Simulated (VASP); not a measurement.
# ZnSe3 (P6_3/mmc) in VASP: single point with PBE

Aim: the single point of ZnSe3 with PBE.

Program: VASP 6.6.1. These are calculated values, not measurements. Logs are shortened: lines on timing, memory, paths and dates and some standing lists are left out, and cuts for length are marked.

**1. The cell of the first run**

The structure is hexagonal, space group P6_3/mmc (No. 194). The conventional cell has a = 7.669 Å, b = 7.669 Å, c = 4.115 Å, α = 90.00°, β = 90.00°, γ = 120.00°. Within 3.2 Å of Zn (site symmetry -6m2) lie 3 Se at 2.41 Å. Se (site symmetry mm2) has 1 Zn at 2.41 Å and 4 Se at 2.88 Å within 3.2 Å.

**2. Single point, PBE**

Contents of POSCAR:

```
ZnSe3
1.0
    7.6689607034      0.0000000000      0.0000000000
   -3.8344803517      6.6415147898      0.0000000000
    0.0000000000      0.0000000000      4.1154334252
Zn Se
2 6
Direct
    0.3333333333      0.6666666667      0.7500000000
    0.6666666667      0.3333333333      0.2500000000
    0.8483170817      0.6966341634      0.2500000000
    0.3033658366      0.1516829183      0.2500000000
    0.8483170817      0.1516829183      0.2500000000
    0.1516829183      0.3033658366      0.7500000000
    0.6966341634      0.8483170817      0.7500000000
    0.1516829183      0.8483170817      0.7500000000
```

Contents of INCAR.step1:

```
PREC = Accurate
ENCUT = 400
EDIFF = 1E-6
ISMEAR = 0
SIGMA = 0.1
LREAL = F
LASPH = T
NELM = 120
ALGO = Normal
ISIF = 2
LWAVE = F
LCHARG = T
GGA = PE
NBANDS = 40
GGA_COMPAT = F
NEDOS = 2001
LORBIT = 11
```

Contents of KPOINTS.step1:

```
regular mesh
0
Gamma
  6 6 10
```

Contents of INCAR.step2:

```
PREC = Accurate
ENCUT = 400
EDIFF = 1E-6
ISMEAR = -5
SIGMA = 0.1
LREAL = F
LASPH = T
NELM = 120
ALGO = Normal
ISIF = 2
LWAVE = F
LCHARG = F
GGA = PE
LORBIT = 11
NBANDS = 40
NEDOS = 1001
ICHARG = 11
GGA_COMPAT = F
```

Contents of KPOINTS.step2:

```
regular mesh
0
Gamma
  9 9 15
```

Potentials or basis: VASP PAW PBE potentials, release 64 (Zn, Se).

Started as:

```bash
$ cat potpaw_PBE.64/Zn/POTCAR potpaw_PBE.64/Se/POTCAR > POTCAR
$ cp INCAR.step1 INCAR
$ cp KPOINTS.step1 KPOINTS
$ mpirun -np 1 vasp_std > vasp.out
$ cp INCAR.step2 INCAR
$ cp KPOINTS.step2 KPOINTS
$ mpirun -np 1 vasp_std > vasp.out
```

OUTCAR:

```text
PREC = Accurate
   ENCUT = 400
   EDIFF = 1E-6
   ISMEAR = -5
   LREAL = F
   LASPH = T
   NELM = 120
   ISIF = 2
   GGA = PE
   LORBIT = 11
   ICHARG = 11

 ion  position               nearest neighbor table
   1  0.333  0.667  0.750-   8 2.41   7 2.41   6 2.41
   2  0.667  0.333  0.250-   5 2.41   4 2.41   3 2.41
   3  0.848  0.697  0.250-   2 2.41
   4  0.303  0.152  0.250-   2 2.41
   5  0.848  0.152  0.250-   2 2.41
   6  0.152  0.303  0.750-   1 2.41
   7  0.697  0.848  0.750-   1 2.41
   8  0.152  0.848  0.750-   1 2.41

  LATTYP: Found a hexagonal cell.
 ALAT       =     7.6689607034
 C/A-ratio  =     0.5366350910

  Lattice vectors:

 A1 = (   7.6689607034,   0.0000000000,   0.0000000000)
 A2 = (  -3.8344803517,   6.6415147898,   0.0000000000)
 A3 = (   0.0000000000,   0.0000000000,   4.1154334252)

Analysis of symmetry for initial positions (statically):
=====================================================================
 Subroutine PRICEL returns:
 Original cell was already a primitive cell.

 Routine SETGRP: Setting up the symmetry group for a
 hexagonal supercell.

 Subroutine GETGRP returns: Found 24 space group operations
 (whereof 12 operations were pure point group operations)
 out of a pool of 24 trial point group operations.

The static configuration has the point symmetry D_3d.
 The point group associated with its full space group is D_6h.

Analysis of symmetry for dynamics (positions and initial velocities):
=====================================================================
 Subroutine PRICEL returns:
 Original cell was already a primitive cell.

 Routine SETGRP: Setting up the symmetry group for a
 hexagonal supercell.

 Subroutine GETGRP returns: Found 24 space group operations
 (whereof 12 operations were pure point group operations)
 out of a pool of 24 trial point group operations.

The dynamic configuration has the point symmetry D_3d.
 The point group associated with its full space group is D_6h.

 Subroutine INISYM returns: Found 24 space group operations
 (whereof 12 operations are pure point group operations),
 and found     1 'primitive' translations

----------------------------------------------------------------------------------------

                                     Primitive cell

  volume of cell :     209.6135

  direct lattice vectors                    reciprocal lattice vectors
     7.668960703  0.000000000  0.000000000     0.130395765  0.075284030  0.000000000
    -3.834480352  6.641514790  0.000000000     0.000000000  0.150568060  0.000000000
     0.000000000  0.000000000  4.115433425     0.000000000  0.000000000  0.242987772

  length of vectors
     7.668960703  7.668960703  4.115433425     0.150568060  0.150568060  0.242987772

  position of ions in fractional coordinates (direct lattice)
     0.333333333  0.666666667  0.750000000
     0.666666667  0.333333333  0.250000000
     0.848317082  0.696634163  0.250000000
     0.303365837  0.151682918  0.250000000
     0.848317082  0.151682918  0.250000000
     0.151682918  0.303365837  0.750000000
     0.696634163  0.848317082  0.750000000
     0.151682918  0.848317082  0.750000000

  ion indices of the primitive-cell ions
   primitive index   ion index
                 1           1
                 2           2
                 3           3
                 4           4
                 5           5
                 6           6
                 7           7
                 8           8

----------------------------------------------------------------------------------------

 KPOINTS: regular mesh

Automatic generation of k-mesh.
 Grid dimensions read from file:
 generate k-points for:    9    9   15

 Generating k-lattice:

  Cartesian coordinates                     Fractional coordinates (reciprocal lattice)
     0.014488418  0.008364892  0.000000000     0.111111111  0.000000000  0.000000000
     0.000000000  0.016729784  0.000000000     0.000000000  0.111111111  0.000000000
     0.000000000  0.000000000  0.016199185     0.000000000  0.000000000  0.066666667

  Length of vectors
     0.016729784  0.016729784  0.016199185

  Shift w.r.t. Gamma in fractional coordinates (k-lattice)
     0.000000000  0.000000000  0.000000000

 TETIRR: Found   1191 inequivalent tetrahedra from     7290

 Subroutine IBZKPT returns following result:
 ===========================================

 Found     96 irreducible k-points:

 Following reciprocal coordinates:
            Coordinates               Weight
  0.000000  0.000000  0.000000      1.000000
  0.111111  0.000000  0.000000      6.000000
  0.222222  0.000000  0.000000      6.000000
  0.333333  0.000000  0.000000      6.000000
  0.444444  0.000000  0.000000      6.000000
  0.111111  0.111111  0.000000      6.000000
[... 16 lines left out ...]
  0.333333  0.222222  0.066667     24.000000
  0.333333  0.333333  0.066667      4.000000
 [... further k-points ...]
   k-points           NKPTS =     96   k-points in BZ     NKDIM =     96   number of bands    NBANDS=     40
   number of dos      NEDOS =   1001   number of ions     NIONS =      8
   total plane-waves  NPLWV =  70000
   dimension x,y,z NGX =    50 NGY =   50 NGZ =   28
   dimension x,y,z NGXF=   100 NGYF=  100 NGZF=   56
   ions per type =               2   6
   NGX,Y,Z   is equivalent  to a cutoff of  10.84, 10.84, 11.31 a.u.
   NGXF,Y,Z  is equivalent  to a cutoff of  21.68, 21.68, 22.62 a.u.
 SYSTEM =  unknown system
   PREC   = accura    normal or accurate (medium, high low for compatibility)
   ISTART =      0    job   : 0-new  1-cont  2-samecut
   ICHARG =     11    charge: 1-file 2-atom 10-const
   ISPIN  =      1    spin polarized calculation?
   LNONCOLLINEAR =      F non collinear calculations
   LSORBIT =      F    spin-orbit coupling
   LASPH  =      T    aspherical Exc in radial PAW
   ENCUT  =  400.0 eV  29.40 Ry    5.42 a.u.  12.51 12.51  6.71*2*pi/ulx,y,z
   NELM   =    120;   NELMIN=  2; NELMDL=  0     # of ELM steps
   EDIFF  = 0.1E-05   stopping-criterion for ELM
   LREAL  =      F    real-space projection
   EDIFFG = 0.1E-04   stopping-criterion for IOM
   NSW    =      0    number of steps for IOM
   IBRION =     -1    ionic relax: 0-MD 1-quasi-New 2-CG
   NFREE  =      0    steps in history (QN), initial steepest desc. (CG)
   ISIF   =      2    stress and relaxation
   ISYM   =      2    0-nonsym 1-usesym 2-fastsym
   POTIM  = 0.5000    time-step for ionic-motion
   TEBEG  =    0.0;   TEEND  =   0.0 temperature during run
   PSTRESS=    0.0 pullay stress
   NELECT =      60.0000    total number of electrons
   NUPDOWN=      -1.0000    fix difference up-down
   EMIN   =  10.00;   EMAX   =-10.00  energy-range for DOS
   EFERMI =   0.00;   METHOD = LEGACY
   ISMEAR =    -5;   SIGMA  =   0.10  broadening in eV -4-tet -1-fermi 0-gaus
   EFERMI_NEDOS =   21; number of points for ismear=-14 and -15
   IALGO  =     38    algorithm
   IMIX   =      4    mixing-type and parameters
     AMIX     =   0.40;   BMIX     =  1.00
     AMIX_MAG =   1.60;   BMIX_MAG =  1.00
  volume/ion in A,a.u.               =      26.20       176.82
  Fermi-wavevector in a.u.,A,eV,Ry     =   1.078911  2.038846 15.837839  1.164048
  Thomas-Fermi vector in A             =   2.214862
   LORBIT       =     11    0 simple, 1 ext, 2 COOP (PROOUT), +10 PAW based schemes
   GGA     = PE    functional components
   LHFCALC =     F    Hartree Fock is set to
   AEXX    =    0.0000 exact exchange contribution
   IVDW    =     0    specifies the selected vdW correction
   LEPSILON=     F    determine dielectric tensor
   LRPA    =     F    only Hartree local field effects (RPA)
 non-spin polarized calculation
 Fermi weights with tetrahedron method with Bloechl corrections
  energy-cutoff  :      400.00
  volume of cell :      209.61
 maximum number of plane-waves:      3841
 NGX is ok and might be reduce to    50

 number of electron      59.9999953 magnetization

 Free energy of the ion-electron system (eV)
  ---------------------------------------------------
  ext. energy  EPLUGINS =         0.00000000
  ---------------------------------------------------
  free energy    TOTEN  =       -22.74005499 eV

  energy without entropy =      -22.74005499  energy(sigma->0) =      -22.74005499

 E-fermi :   2.3296     XC(G=0):  -8.9069

 val. band max:        2.4412082010   @ k =   0.3333   0.3333   0.2667
 cond. band min:       2.2158101797   @ k =   0.4444   0.1111   0.0000
 fundamental gap:     -0.2253980212
 Fermi energy:         2.3296208202

 k-point     1 :       0.0000    0.0000    0.0000
  band No.  band energies     occupation
      1     -12.5095      2.00000
      2     -11.3552      2.00000
      3     -11.3551      2.00000
      4      -9.7159      2.00000
      5      -9.7158      2.00000
      6      -9.2349      2.00000
[... 32 lines left out ...]
     39       6.9113      0.00000
     40       7.4758      0.00000

 k-point     2 :       0.1111    0.0000    0.0000
  band No.  band energies     occupation
      1     -12.4970      2.00000
      2     -11.3756      2.00000
      3     -11.3576      2.00000
      4      -9.7540      2.00000
      5      -9.7113      2.00000
      6      -9.1890      2.00000
[... 935 lines left out ...]
     39       7.7185      0.00000
     40       7.9279      0.00000

 k-point    24 :       0.3333    0.3333    0.0667
  band No.  band energies     occupation
      1     -12.3384      2.00000
      2     -11.4604      2.00000
      3     -11.4603      2.00000
      4      -9.8166      2.00000
      5      -9.8165      2.00000
      6      -8.9696      2.00000
[... 32 lines left out ...]
     39       7.7682      0.00000
     40       7.9759      0.00000

 [... further k-points ...]

------------------------ aborting loop because EDIFF is reached ----------------------------------------

  FORCE on cell =-STRESS in cart. coord.  units (eV):
  Direction    XX          YY          ZZ          XY          YZ          ZX
  --------------------------------------------------------------------------------------
  -------------------------------------------------------------------------------------
  Total        0.1559185      0.1559185     -0.5180442      0.0000000      0.0000000      0.0000000
  in kB        1.1917604      1.1917604     -3.9596623      0.0000000      0.0000000      0.0000000
  external PRESSURE =      -0.5253805 kB  Pullay stress =       0.0000000 kB

 VOLUME and BASIS-vectors are now :
 -----------------------------------------------------------------------------
  energy-cutoff  :      400.00
  volume of cell :      209.61
      direct lattice vectors                 reciprocal lattice vectors
     7.668960703  0.000000000  0.000000000     0.130395765  0.075284030  0.000000000
    -3.834480352  6.641514790  0.000000000     0.000000000  0.150568060  0.000000000
     0.000000000  0.000000000  4.115433425     0.000000000  0.000000000  0.242987772

 POSITION                                       TOTAL-FORCE (eV/Angst)
 -----------------------------------------------------------------------------------
     -0.00000      4.42768      3.08658        -0.000000      0.000000      0.000000
      3.83448      2.21384      1.02886         0.000000      0.000000      0.000000
      3.83448      4.62671      1.02886        -0.000000      0.011298      0.000000
      1.74488      1.00740      1.02886        -0.009785     -0.005649     -0.000000
      5.92409      1.00740      1.02886         0.009785     -0.005649     -0.000000
     -0.00000      2.01481      3.08658        -0.000000     -0.011298     -0.000000
      2.08960      5.63411      3.08658         0.009785      0.005649      0.000000
     -2.08960      5.63411      3.08658        -0.009785      0.005649      0.000000
 -----------------------------------------------------------------------------------
    total drift:                               -0.000000     -0.000000     -0.000000

  FREE ENERGIE OF THE ION-ELECTRON SYSTEM (eV)
  ---------------------------------------------------
  free  energy   TOTEN  =       -22.7400549897 eV

  energy  without entropy=      -22.7400549897  energy(sigma->0) =      -22.74005499

 total charge

# of ion       s       p       d       tot
------------------------------------------
    1        0.583   0.408   9.757  10.747
    2        0.583   0.408   9.757  10.747
    3        1.518   2.143   0.038   3.698
    4        1.518   2.143   0.038   3.698
    5        1.518   2.143   0.038   3.698
    6        1.518   2.143   0.038   3.698
    7        1.518   2.143   0.038   3.698
    8        1.518   2.143   0.038   3.698
--------------------------------------------------
tot         10.273  13.672  19.741  43.686
```

Wall time 5.7 min (1 thread of Intel Xeon Platinum 8559C (Emerald Rapids), shared host); peak memory 0.53 GiB.

Results:

```yaml
Valence_electrons_inside_the_program's_atomic_spheres: Zn 10.75; Se 3.70
```
